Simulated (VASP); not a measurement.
# Ga4As3P (P-4m2) in VASP: single point with PBE

Aim: the single point of Ga4As3P with PBE.

Program: VASP 6.6.1. These are calculated values, not measurements. Logs are shortened: lines on timing, memory, paths and dates and some standing lists are left out, and cuts for length are marked.

### Step 1. The cell of the first run

The structure is tetragonal, space group P-4m2 (No. 115). The conventional cell has a = 4.043 Å, b = 4.043 Å, c = 11.254 Å, α = 90.00°, β = 90.00°, γ = 90.00°. Within 3.2 Å of Ga (site symmetry 2mm) lie 2 P at 2.42 Å and 2 As at 2.48 Å. Ga (site symmetry 2mm) has 4 As at 2.48 Å within 3.3 Å. P (site symmetry -4m2) has 4 Ga at 2.42 Å within 3.2 Å. As (site symmetry 2mm) has 4 Ga at 2.48 Å within 3.3 Å. Within 3.3 Å of As (site symmetry -4m2) lie 4 Ga at 2.48 Å.

The cell was generated, and may not be a known phase.

### Step 2. Single point, PBE

The input, INCAR:

```
ALGO = Normal ; EDIFF = 1E-7
ENCUT = 520 ; GGA = PE
ISIF = 2 ; ISMEAR = 0
LASPH = T ; LCHARG = F
LREAL = F ; LWAVE = F
NBANDS = 46 ; NELM = 100
PREC = Accurate ; SIGMA = 0.2
```

The input, KPOINTS:

```
k-points
0
Gamma
  4 4 2
```

The input, POSCAR:

```
Ga4As3P
1.0
    4.0430243368      0.0000000000      0.0000000000
    0.0000000000      4.0430243368      0.0000000000
    0.0000000000      0.0000000000     11.2540653833
Ga P As
4 1 3
Direct
    0.5000000000      0.0000000000      0.6180426981
    0.0000000000      0.5000000000      0.3819573019
    0.5000000000      0.0000000000      0.1275562533
    0.0000000000      0.5000000000      0.8724437467
    0.0000000000      0.0000000000      0.5000000000
    0.5000000000      0.5000000000      0.2547273335
    0.0000000000      0.0000000000      0.0000000000
    0.5000000000      0.5000000000      0.7452726665
```

Potentials or basis: VASP PAW PBE potentials, release 64 (Ga_d, P, As).

On the command line:

```console
$ cat potpaw_PBE.64/Ga_d/POTCAR potpaw_PBE.64/P/POTCAR potpaw_PBE.64/As/POTCAR > POTCAR
$ mpirun -np 1 vasp_std > vasp.out
```

OUTCAR:

```text
EDIFF = 1E-7
   ENCUT = 520
   GGA = PE
   ISIF = 2
   ISMEAR = 0
   LASPH = T
   LREAL = F
   NELM = 100
   PREC = Accurate

 ion  position               nearest neighbor table
   1  0.500  0.000  0.618-   5 2.42   5 2.42   8 2.48   8 2.48
   2  0.000  0.500  0.382-   5 2.42   5 2.42   6 2.48   6 2.48
   3  0.500  0.000  0.128-   6 2.48   6 2.48   7 2.48   7 2.48
   4  0.000  0.500  0.872-   8 2.48   8 2.48   7 2.48   7 2.48
   5  0.000  0.000  0.500-   1 2.42   2 2.42   2 2.42   1 2.42
   6  0.500  0.500  0.255-   3 2.48   3 2.48   2 2.48   2 2.48
   7  0.000  0.000  0.000-   3 2.48   4 2.48   4 2.48   3 2.48
   8  0.500  0.500  0.745-   4 2.48   4 2.48   1 2.48   1 2.48

  LATTYP: Found a simple tetragonal cell.
 ALAT       =     4.0430243368
 C/A-ratio  =     2.7835759683

  Lattice vectors:

 A1 = (   4.0430243368,   0.0000000000,   0.0000000000)
 A2 = (   0.0000000000,   4.0430243368,   0.0000000000)
 A3 = (   0.0000000000,   0.0000000000,  11.2540653833)

Analysis of symmetry for initial positions (statically):
=====================================================================
 Subroutine PRICEL returns:
 Original cell was already a primitive cell.

 Routine SETGRP: Setting up the symmetry group for a
 simple tetragonal supercell.

 Subroutine GETGRP returns: Found  8 space group operations
 (whereof  8 operations were pure point group operations)
 out of a pool of 16 trial point group operations.

The static configuration has the point symmetry D_2d.

Analysis of symmetry for dynamics (positions and initial velocities):
=====================================================================
 Subroutine PRICEL returns:
 Original cell was already a primitive cell.

 Routine SETGRP: Setting up the symmetry group for a
 simple tetragonal supercell.

 Subroutine GETGRP returns: Found  8 space group operations
 (whereof  8 operations were pure point group operations)
 out of a pool of 16 trial point group operations.

The dynamic configuration has the point symmetry D_2d.

 Subroutine INISYM returns: Found  8 space group operations
 (whereof  8 operations are pure point group operations),
 and found     1 'primitive' translations

----------------------------------------------------------------------------------------

                                     Primitive cell

  volume of cell :     183.9595

[... 91 lines left out ...]
   IBRION =     -1    ionic relax: 0-MD 1-quasi-New 2-CG
   NFREE  =      0    steps in history (QN), initial steepest desc. (CG)
   ISIF   =      2    stress and relaxation
   ISYM   =      2    0-nonsym 1-usesym 2-fastsym
   POTIM  = 0.5000    time-step for ionic-motion
   TEBEG  =    0.0;   TEEND  =   0.0 temperature during run
   PSTRESS=    0.0 pullay stress
   NELECT =      72.0000    total number of electrons
   NUPDOWN=      -1.0000    fix difference up-down
   EMIN   =  10.00;   EMAX   =-10.00  energy-range for DOS
   EFERMI =   0.00;   METHOD = LEGACY
   ISMEAR =     0;   SIGMA  =   0.20  broadening in eV -4-tet -1-fermi 0-gaus
   EFERMI_NEDOS =   21; number of points for ismear=-14 and -15
   IALGO  =     38    algorithm
   IMIX   =      4    mixing-type and parameters
     AMIX     =   0.40;   BMIX     =  1.00
     AMIX_MAG =   1.60;   BMIX_MAG =  1.00
  volume/ion in A,a.u.               =      22.99       155.18
  Fermi-wavevector in a.u.,A,eV,Ry     =   1.197508  2.262961 19.511087  1.434024
  Thomas-Fermi vector in A             =   2.333421
   LORBIT       =      0    0 simple, 1 ext, 2 COOP (PROOUT), +10 PAW based schemes
   GGA     = PE    functional components
   LHFCALC =     F    Hartree Fock is set to
   AEXX    =    0.0000 exact exchange contribution
   IVDW    =     0    specifies the selected vdW correction
   LEPSILON=     F    determine dielectric tensor
   LRPA    =     F    only Hartree local field effects (RPA)
 non-spin polarized calculation
 Gauss-broadening in eV      SIGMA  =   0.20
  energy-cutoff  :      520.00
  volume of cell :      183.96
 maximum number of plane-waves:      4976
   NGX = 15   NGY = 15   NGZ = 41

 number of electron      72.0000056 magnetization

 Free energy of the ion-electron system (eV)
  ---------------------------------------------------
  ext. energy  EPLUGINS =         0.00000000
  ---------------------------------------------------
  free energy    TOTEN  =       -33.67260607 eV

  energy without entropy =      -33.66951725  energy(sigma->0) =      -33.67106166

 E-fermi :   3.9841     XC(G=0):  -9.4400

 val. band max:        3.7431591686   @ k =   0.0000   0.0000   0.0000
 cond. band min:       4.1777262230   @ k =   0.0000   0.0000   0.0000
 fundamental gap:      0.4345670544
 Fermi energy:         3.9840951852

 k-point     1 :       0.0000    0.0000    0.0000
  band No.  band energies     occupation
      1     -11.0963      2.00000
      2     -11.0498      2.00000
      3     -11.0397      2.00000
      4     -11.0150      2.00000
      5     -11.0150      2.00000
      6     -10.9875      2.00000
[... 577 lines left out ...]
     45      11.6923      0.00000
     46      11.8028      0.00000

------------------------ aborting loop because EDIFF is reached ----------------------------------------

  FORCE on cell =-STRESS in cart. coord.  units (eV):
  Direction    XX          YY          ZZ          XY          YZ          ZX
  --------------------------------------------------------------------------------------
  -------------------------------------------------------------------------------------
  Total        0.1173546      0.1173546      0.1196315      0.0000000      0.0000000     -0.0000000
  in kB        1.0220889      1.0220889      1.0419190      0.0000000      0.0000000     -0.0000000
  external PRESSURE =       1.0286989 kB  Pullay stress =       0.0000000 kB

 VOLUME and BASIS-vectors are now :
 -----------------------------------------------------------------------------
  energy-cutoff  :      520.00
  volume of cell :      183.96
      direct lattice vectors                 reciprocal lattice vectors
     4.043024337  0.000000000  0.000000000     0.247339594  0.000000000  0.000000000
     0.000000000  4.043024337  0.000000000     0.000000000  0.247339594  0.000000000
     0.000000000  0.000000000 11.254065383     0.000000000  0.000000000  0.088856779

 POSITION                                       TOTAL-FORCE (eV/Angst)
 -----------------------------------------------------------------------------------
      2.02151      0.00000      6.95549         0.000000      0.000000     -0.006553
      0.00000      2.02151      4.29857        -0.000000      0.000000      0.006553
      2.02151      0.00000      1.43553        -0.000000      0.000000     -0.012650
      0.00000      2.02151      9.81854        -0.000000      0.000000      0.012650
      0.00000      0.00000      5.62703        -0.000000      0.000000      0.000000
      2.02151      2.02151      2.86672        -0.000000     -0.000000      0.001698
      0.00000      0.00000      0.00000        -0.000000      0.000000      0.000000
      2.02151      2.02151      8.38735        -0.000000      0.000000     -0.001698
 -----------------------------------------------------------------------------------
    total drift:                                0.000000     -0.000000      0.000000

  FREE ENERGIE OF THE ION-ELECTRON SYSTEM (eV)
  ---------------------------------------------------
  free  energy   TOTEN  =       -33.6726060727 eV

  energy  without entropy=      -33.6695172528  energy(sigma->0) =      -33.67106166
```

OSZICAR:

```text
N       E                     dE             d eps       ncg     rms          rms(c)
DAV:   1     0.634256931532E+03    0.63426E+03   -0.32733E+04  1182   0.223E+03
DAV:   2     0.674082336701E+02   -0.56685E+03   -0.54484E+03  1192   0.597E+02
DAV:   3    -0.281917437060E+02   -0.95600E+02   -0.93009E+02  1278   0.170E+02
DAV:   4    -0.342542188798E+02   -0.60625E+01   -0.60198E+01  1382   0.421E+01
DAV:   5    -0.344111471653E+02   -0.15693E+00   -0.15662E+00  1376   0.693E+00    0.643E+00
DAV:   6    -0.337337634377E+02    0.67738E+00   -0.12697E+00  1540   0.117E+01    0.370E+00
DAV:   7    -0.336686528590E+02    0.65111E-01   -0.68787E-01  1308   0.342E+00    0.124E+00
DAV:   8    -0.336710809537E+02   -0.24281E-02   -0.12507E-01  1424   0.414E+00    0.222E-01
DAV:   9    -0.336716505626E+02   -0.56961E-03   -0.14745E-02  1292   0.195E+00    0.113E-01
DAV:  10    -0.336720748667E+02   -0.42430E-03   -0.30383E-03  1434   0.662E-01    0.902E-02
DAV:  11    -0.336724201180E+02   -0.34525E-03   -0.77468E-04  1282   0.196E-01    0.404E-02
DAV:  12    -0.336725837377E+02   -0.16362E-03   -0.16661E-04  1244   0.241E-01    0.120E-02
DAV:  13    -0.336726046866E+02   -0.20949E-04   -0.58959E-05  1418   0.494E-02    0.689E-03
DAV:  14    -0.336726059139E+02   -0.12273E-05   -0.71827E-06  1396   0.632E-02    0.333E-03
DAV:  15    -0.336726061362E+02   -0.22234E-06   -0.11989E-06  1316   0.179E-02    0.109E-03
DAV:  16    -0.336726060727E+02    0.63472E-07   -0.21311E-07  1018   0.656E-03
   1 F= -.33672606E+02 E0= -.33671062E+02  d E =-.308882E-02
```

It took 2.8 min on 1 thread of Intel Xeon 8259CL, shared host; peak memory 0.27 GiB.

What came out:

```
Free energy            : -33.6726 eV
Pressure               : 0.1 GPa
Largest force          : 0.013 eV/Å
Band gap on the k mesh : 0.43 eV
```

Forces in eV/Å, atoms in the order of the input:
```
Ga   0.000  0.000 -0.007
Ga   0.000  0.000  0.007
Ga   0.000  0.000 -0.013
Ga   0.000  0.000  0.013
P    0.000  0.000  0.000
As   0.000  0.000  0.002
As   0.000  0.000  0.000
As   0.000  0.000 -0.002
```

Caveat: semilocal functionals underestimate gaps, and a narrow one can read as zero.
